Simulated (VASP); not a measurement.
# GaN (F-43m) in VASP: settings compared

Aim: see how the results for GaN move with the level of theory and the settings. Levels: HSE06, PBE. Tasks: single point.

All numbers are computed with VASP 6.6.1; they aren't measurements. Logs are shortened: lines on timing, memory, paths and dates and some standing lists are left out, and cuts for length are marked.

## (1) The cell of the first run

The structure is cubic, space group F-43m (No. 216). The conventional cell has a = 4.498 Å, b = 4.498 Å, c = 4.498 Å, α = 90.00°, β = 90.00°, γ = 90.00°. Ga (site symmetry -43m) has 4 N at 1.95 Å within 2.6 Å. N (site symmetry -43m) has 4 Ga at 1.95 Å within 2.6 Å.

## (2) Single point, HSE06

POSCAR

```
GaN
1.0
    0.0000000000      2.2489525415      2.2489525415
    2.2489525415      0.0000000000      2.2489525415
    2.2489525415      2.2489525415      0.0000000000
Ga N
1 1
Direct
    0.0000000000      0.0000000000      0.0000000000
    0.2500000000      0.2500000000      0.2500000000
```

INCAR.step1

```
SYSTEM = GaN
ALGO = Normal
EDIFF = 1E-5
ENCUT = 520
GGA = PE
ISIF = 2
ISMEAR = 0
LASPH = .TRUE.
LREAL = .FALSE.
LWAVE = .TRUE.
NBANDS = 16
NELM = 80
PREC = Accurate
SIGMA = 0.01
```

INCAR.step2

```
SYSTEM = GaN
ALGO = Normal
EDIFF = 1E-6
ENCUT = 520
GGA = PE
HFSCREEN = 0.2079
ISIF = 2
ISMEAR = 0
ISTART = 1
LASPH = .TRUE.
LCHARG = .TRUE.
LELF = .TRUE.
LHFCALC = .TRUE.
LREAL = .FALSE.
LVHAR = .TRUE.
LWAVE = .FALSE.
NBANDS = 16
NELM = 80
PREC = Accurate
PRECFOCK = Normal
SIGMA = 0.01
```

KPOINTS

```
k-points
0
G
  6 6 6
  0 0 0
```

Potentials or basis: VASP PAW PBE potentials, release 64 (Ga_d, N).

Command:

```sh
$ cat potpaw_PBE.64/Ga_d/POTCAR potpaw_PBE.64/N/POTCAR > POTCAR
$ cp INCAR.step1 INCAR
$ mpirun -np 1 vasp_std > vasp.out
$ cp INCAR.step2 INCAR
$ mpirun -np 1 vasp_std > vasp.out
```

OUTCAR:

```text
SYSTEM = GaN
   EDIFF = 1E-6
   ENCUT = 520
   GGA = PE
   HFSCREEN = 0.2079
   ISIF = 2
   ISMEAR = 0
   ISTART = 1
   LASPH = .TRUE.
   LHFCALC = .TRUE.
   LREAL = .FALSE.
   NELM = 80
   PREC = Accurate
   PRECFOCK = Normal

 ion  position               nearest neighbor table
   1  0.000  0.000  0.000-   2 1.95   2 1.95   2 1.95   2 1.95
   2  0.250  0.250  0.250-   1 1.95   1 1.95   1 1.95   1 1.95

  LATTYP: Found a face centered cubic cell.
 ALAT       =     4.4979050830

  Lattice vectors:

 A1 = (   0.0000000000,   2.2489525415,   2.2489525415)
 A2 = (   2.2489525415,   0.0000000000,   2.2489525415)
 A3 = (   2.2489525415,   2.2489525415,   0.0000000000)

Analysis of symmetry for initial positions (statically):
=====================================================================
 Subroutine PRICEL returns:
 Original cell was already a primitive cell.

 Routine SETGRP: Setting up the symmetry group for a
 face centered cubic supercell.

 Subroutine GETGRP returns: Found 24 space group operations
 (whereof 24 operations were pure point group operations)
 out of a pool of 48 trial point group operations.

The static configuration has the point symmetry T_d .

Analysis of symmetry for dynamics (positions and initial velocities):
=====================================================================
 Subroutine PRICEL returns:
 Original cell was already a primitive cell.

 Routine SETGRP: Setting up the symmetry group for a
 face centered cubic supercell.

 Subroutine GETGRP returns: Found 24 space group operations
 (whereof 24 operations were pure point group operations)
 out of a pool of 48 trial point group operations.

The dynamic configuration has the point symmetry T_d .

 Subroutine INISYM returns: Found 24 space group operations
 (whereof 24 operations are pure point group operations),
 and found     1 'primitive' translations

----------------------------------------------------------------------------------------

                                     Primitive cell

  volume of cell :      22.7494

  direct lattice vectors                    reciprocal lattice vectors
     0.000000000  2.248952542  2.248952542    -0.222325723  0.222325723  0.222325723
     2.248952542  0.000000000  2.248952542     0.222325723 -0.222325723  0.222325723
     2.248952542  2.248952542  0.000000000     0.222325723  0.222325723 -0.222325723

  length of vectors
     3.180499185  3.180499185  3.180499185     0.385079448  0.385079448  0.385079448

  position of ions in fractional coordinates (direct lattice)
     0.000000000  0.000000000  0.000000000
     0.250000000  0.250000000  0.250000000

  ion indices of the primitive-cell ions
   primitive index   ion index
                 1           1
                 2           2

----------------------------------------------------------------------------------------

 KPOINTS: k-points

Automatic generation of k-mesh.
 Grid dimensions read from file:
 generate k-points for:    6    6    6

 Generating k-lattice:

  Cartesian coordinates                     Fractional coordinates (reciprocal lattice)
    -0.037054287  0.037054287  0.037054287     0.166666667  0.000000000  0.000000000
     0.037054287 -0.037054287  0.037054287     0.000000000  0.166666667  0.000000000
     0.037054287  0.037054287 -0.037054287     0.000000000  0.000000000  0.166666667

  Length of vectors
     0.064179908  0.064179908  0.064179908

  Shift w.r.t. Gamma in fractional coordinates (k-lattice)
     0.000000000  0.000000000  0.000000000

 Subroutine IBZKPT returns following result:
 ===========================================

 Found     16 irreducible k-points:

 Following reciprocal coordinates:
            Coordinates               Weight
  0.000000  0.000000  0.000000      1.000000
  0.166667  0.000000  0.000000      8.000000
  0.333333  0.000000  0.000000      8.000000
  0.500000  0.000000  0.000000      4.000000
  0.166667  0.166667  0.000000      6.000000
  0.333333  0.166667  0.000000     24.000000
[... 8 lines left out ...]
 -0.333333  0.333333  0.166667     24.000000
 -0.333333  0.500000  0.166667     12.000000
   k-points           NKPTS =     16   k-points in BZ     NKDIM =    216   number of bands    NBANDS=     16
   number of dos      NEDOS =    301   number of ions     NIONS =      2
   total plane-waves  NPLWV =  13824
   dimension x,y,z NGX =    24 NGY =   24 NGZ =   24
   dimension x,y,z NGXF=    48 NGYF=   48 NGZF=   48
   ions per type =               1   1
   NGX,Y,Z   is equivalent  to a cutoff of  12.54, 12.54, 12.54 a.u.
   NGXF,Y,Z  is equivalent  to a cutoff of  25.09, 25.09, 25.09 a.u.
 SYSTEM =  GaN
   PREC   = accura    normal or accurate (medium, high low for compatibility)
   ISTART =      1    job   : 0-new  1-cont  2-samecut
   ICHARG =      0    charge: 1-file 2-atom 10-const
   ISPIN  =      1    spin polarized calculation?
   LNONCOLLINEAR =      F non collinear calculations
   LSORBIT =      F    spin-orbit coupling
   LASPH  =      T    aspherical Exc in radial PAW
   ENCUT  =  520.0 eV  38.22 Ry    6.18 a.u.   5.91  5.91  5.91*2*pi/ulx,y,z
   NELM   =     80;   NELMIN=  2; NELMDL=  0     # of ELM steps
   EDIFF  = 0.1E-05   stopping-criterion for ELM
   LREAL  =      F    real-space projection
   EDIFFG = 0.1E-04   stopping-criterion for IOM
   NSW    =      0    number of steps for IOM
   IBRION =     -1    ionic relax: 0-MD 1-quasi-New 2-CG
   NFREE  =      0    steps in history (QN), initial steepest desc. (CG)
   ISIF   =      2    stress and relaxation
   ISYM   =      3    0-nonsym 1-usesym 2-fastsym
   POTIM  = 0.5000    time-step for ionic-motion
   TEBEG  =    0.0;   TEEND  =   0.0 temperature during run
   PSTRESS=    0.0 pullay stress
   NELECT =      18.0000    total number of electrons
   NUPDOWN=      -1.0000    fix difference up-down
   EMIN   =  10.00;   EMAX   =-10.00  energy-range for DOS
   EFERMI =   0.00;   METHOD = LEGACY
   ISMEAR =     0;   SIGMA  =   0.01  broadening in eV -4-tet -1-fermi 0-gaus
   EFERMI_NEDOS =   21; number of points for ismear=-14 and -15
   IALGO  =     38    algorithm
   IMIX   =      1    mixing-type and parameters
     AMIX     =   0.40;   BMIX     =  1.00
     AMIX_MAG =   1.60;   BMIX_MAG =  1.00
  volume/ion in A,a.u.               =      11.37        76.76
  Fermi-wavevector in a.u.,A,eV,Ry     =   1.514173  2.861371 31.194330  2.292719
  Thomas-Fermi vector in A             =   2.623866
   LORBIT       =      0    0 simple, 1 ext, 2 COOP (PROOUT), +10 PAW based schemes
   GGA     = PE    functional components
   LHFCALC =     T    Hartree Fock is set to
   PRECFOCK=normal    Normal, Fast or Accurate (Low or Medium for compatibility)
   ENCUT4O =  -1.0   cutoff for four orbital integrals eV
   NKREDX  =     1    reduce k-point grid by
   NKREDY  =     1    reduce k-point grid by
   NKREDZ  =     1    reduce k-point grid by
   AEXX    =    0.2500 exact exchange contribution
   HFSCREEN=    0.2079 screening length (either q_TF or 0.3 A-1)
   HFSCREENC=   0.2079 screening length for correlation (either q_TF or 0.3 A-1)
   ENCUTFOCK=  -1.0 apply spherical cutoff to Coloumb kernel
   IVDW    =     0    specifies the selected vdW correction
   LEPSILON=     F    determine dielectric tensor
   LRPA    =     F    only Hartree local field effects (RPA)
 non-spin polarized calculation
 Gauss-broadening in eV      SIGMA  =   0.01
  energy-cutoff  :      520.00
  volume of cell :       22.75
 maximum number of plane-waves:       624
  NGX = 18; NGY = 18; NGZ = 18

 number of electron      18.0000009 magnetization

 Free energy of the ion-electron system (eV)
  ---------------------------------------------------
  ext. energy  EPLUGINS =         0.00000000
  ---------------------------------------------------
  free energy    TOTEN  =       -14.73833444 eV

  energy without entropy =      -14.73833444  energy(sigma->0) =      -14.73833444

 E-fermi :   4.5997     XC(G=0):  -9.5875

 val. band max:        4.5235997753   @ k =   0.0000   0.0000   0.0000
 cond. band min:       7.5453285504   @ k =   0.0000   0.0000   0.0000
 fundamental gap:      3.0217287751
 Fermi energy:         4.5996933882

 k-point     1 :       0.0000    0.0000    0.0000
  band No.  band energies     occupation
      1     -12.9682      2.00000
      2     -11.0497      2.00000
      3     -11.0497      2.00000
      4     -11.0497      2.00000
      5     -10.7278      2.00000
      6     -10.7278      2.00000
[... 8 lines left out ...]
     15      25.0622      0.00000
     16      25.0622      0.00000

 k-point     2 :       0.1667    0.0000    0.0000
  band No.  band energies     occupation
      1     -12.7159      2.00000
      2     -11.0170      2.00000
      3     -11.0170      2.00000
      4     -10.8567      2.00000
      5     -10.7294      2.00000
      6     -10.7294      2.00000
[... 8 lines left out ...]
     15      23.0196      0.00000
     16      23.0196      0.00000

 k-point     3 :       0.3333    0.0000    0.0000
  band No.  band energies     occupation
      1     -12.3994      2.00000
      2     -10.9716      2.00000
      3     -10.9716      2.00000
      4     -10.7106      2.00000
      5     -10.7106      2.00000
      6      -9.9662      2.00000
[... 8 lines left out ...]
     15      23.9470      0.00000
     16      23.9470      0.00000

 k-point     4 :       0.5000    0.0000    0.0000
  band No.  band energies     occupation
      1     -12.3333      2.00000
      2     -10.9616      2.00000
      3     -10.9616      2.00000
      4     -10.6876      2.00000
      5     -10.6876      2.00000
      6      -9.0822      2.00000
[... 8 lines left out ...]
     15      26.2276      0.00000
     16      26.2276      0.00000

 k-point     5 :       0.1667    0.1667    0.0000
  band No.  band energies     occupation
      1     -12.6402      2.00000
      2     -10.9834      2.00000
      3     -10.9834      2.00000
      4     -10.8704      2.00000
      5     -10.7122      2.00000
      6     -10.7098      2.00000
[... 8 lines left out ...]
     15      26.8507      0.00000
     16      27.0230      0.00000

 k-point     6 :       0.3333    0.1667    0.0000
  band No.  band energies     occupation
      1     -12.3815      2.00000
      2     -10.9510      2.00000
      3     -10.9252      2.00000
      4     -10.8010      2.00000
      5     -10.6911      2.00000
      6     -10.0870      2.00000
[... 8 lines left out ...]
     15      25.7689      0.00000
     16      26.3629      0.00000
[... 115 lines left out ...]
 k-point    13 :       0.5000    0.5000    0.0000
  band No.  band energies     occupation
      1     -12.2409      2.00000
      2     -10.9402      2.00000
      3     -10.7605      2.00000
      4     -10.7605      2.00000
      5     -10.6557      2.00000
      6      -8.5290      2.00000
[... 8 lines left out ...]
     15      28.4091      0.00000
     16      31.0433      0.00000

 k-point    14 :       0.5000    0.3333    0.1667
  band No.  band energies     occupation
      1     -12.2752      2.00000
      2     -10.9169      2.00000
      3     -10.8875      2.00000
      4     -10.7902      2.00000
      5     -10.6939      2.00000
      6      -9.1836      2.00000
[... 8 lines left out ...]
     15      26.3105      0.00000
     16      29.0167      0.00000

 k-point    15 :      -0.3333    0.3333    0.1667
  band No.  band energies     occupation
      1     -12.2460      2.00000
      2     -10.9262      2.00000
      3     -10.8629      2.00000
      4     -10.7584      2.00000
      5     -10.7084      2.00000
      6      -8.5058      2.00000
[... 8 lines left out ...]
     15      25.1839      0.00000
     16      29.4363      0.00000

 k-point    16 :      -0.3333    0.5000    0.1667
  band No.  band energies     occupation
      1     -12.2321      2.00000
      2     -10.9016      2.00000
      3     -10.8560      2.00000
      4     -10.7494      2.00000
      5     -10.6919      2.00000
      6      -8.3280      2.00000
[... 8 lines left out ...]
     15      27.0269      0.00000
     16      29.7476      0.00000

------------------------ aborting loop because EDIFF is reached ----------------------------------------

  FORCE on cell =-STRESS in cart. coord.  units (eV):
  Direction    XX          YY          ZZ          XY          YZ          ZX
  --------------------------------------------------------------------------------------
  -------------------------------------------------------------------------------------
  Total       -0.0118585     -0.0118585     -0.0118585     -0.0000000     -0.0000000     -0.0000000
  in kB       -0.8351608     -0.8351608     -0.8351608     -0.0000000     -0.0000000     -0.0000000
  external PRESSURE =      -0.8351608 kB  Pullay stress =       0.0000000 kB

 VOLUME and BASIS-vectors are now :
 -----------------------------------------------------------------------------
  energy-cutoff  :      520.00
  volume of cell :       22.75
      direct lattice vectors                 reciprocal lattice vectors
     0.000000000  2.248952542  2.248952542    -0.222325723  0.222325723  0.222325723
     2.248952542  0.000000000  2.248952542     0.222325723 -0.222325723  0.222325723
     2.248952542  2.248952542  0.000000000     0.222325723  0.222325723 -0.222325723

 POSITION                                       TOTAL-FORCE (eV/Angst)
 -----------------------------------------------------------------------------------
      0.00000      0.00000      0.00000        -0.000000     -0.000000     -0.000000
      1.12448      1.12448      1.12448         0.000000      0.000000      0.000000
 -----------------------------------------------------------------------------------
    total drift:                               -0.000018     -0.000018     -0.000015

  FREE ENERGIE OF THE ION-ELECTRON SYSTEM (eV)
  ---------------------------------------------------
  free  energy   TOTEN  =       -14.7383344374 eV

  energy  without entropy=      -14.7383344374  energy(sigma->0) =      -14.73833444
```

It took 44 min on 1 thread of Intel Xeon Platinum 8259CL at 2.50GHz (Skylake/Cascade Lake), shared host; peak memory 0.25 GiB.

What came out:

```yaml
Free_energy: -14.7383 eV
Pressure: -0.1 GPa
Band_gap_on_the_k_mesh: 3.02 eV
```

Caveat: the PAW data sets were made with another functional, which shifts forces and pressure a little.

## (3) Single point, PBE

INCAR

```
ALGO     = Normal         # electronic algorithm
EDIFF    = 1E-6           # SCF threshold, eV
ENCUT    = 600            # plane-wave cutoff, eV
GGA      = PE             # functional
GGA_COMPAT= F            
ISIF     = 2              # what is computed and relaxed
ISMEAR   = 0              # smearing method
LASPH    = T              # aspherical terms in the spheres
LCHARG   = F              # write CHGCAR
LREAL    = F              # projectors in reciprocal space
LWAVE    = F              # write WAVECAR
NBANDS   = 16             # bands
NELM     = 120            # most SCF steps
PREC     = Accurate       # precision mode
SIGMA    = 0.01           # smearing width, eV
```

KPOINTS

```
k-points
0
Gamma
  8 8 8
```

POSCAR is that of step 2.

Potentials or basis: VASP PAW PBE potentials, release 64 (Ga_d, N).

Command:

```sh
$ cat potpaw_PBE.64/Ga_d/POTCAR potpaw_PBE.64/N/POTCAR > POTCAR
$ mpirun -np 1 vasp_std > vasp.out
```

It took 17 s on 1 thread of AMD EPYC 7R43 (Zen 3), shared host; peak memory 0.12 GiB.

The run converged. Its results:

- Free energy: -12.1393 eV
- Pressure: 6.1 GPa
- Band gap on the k mesh: 1.76 eV

Levels at points of the mesh, in eV from the valence-band top:
| k point | band 5 | band 6 | band 7 | band 8 | band 9 | band 10 | band 11 | band 12 | band 13 | band 14 |
| --- | --- | --- | --- | --- | --- | --- | --- | --- | --- | --- |
| (0.00, 0.00, 0.00) | -13.12 | -13.12 | 0.00 | 0.00 | 0.00 | 1.76 | 10.34 | 10.34 | 10.34 | 17.69 |
| (0.50, 0.00, 0.00) | -13.07 | -11.88 | -7.08 | -0.98 | -0.98 | 4.68 | 8.76 | 10.40 | 10.40 | 15.68 |
| (0.50, 0.50, 0.00) | -13.04 | -11.45 | -6.15 | -2.72 | -2.72 | 3.35 | 6.70 | 11.75 | 14.03 | 14.03 |

Caveat: the cell stands under pressure.
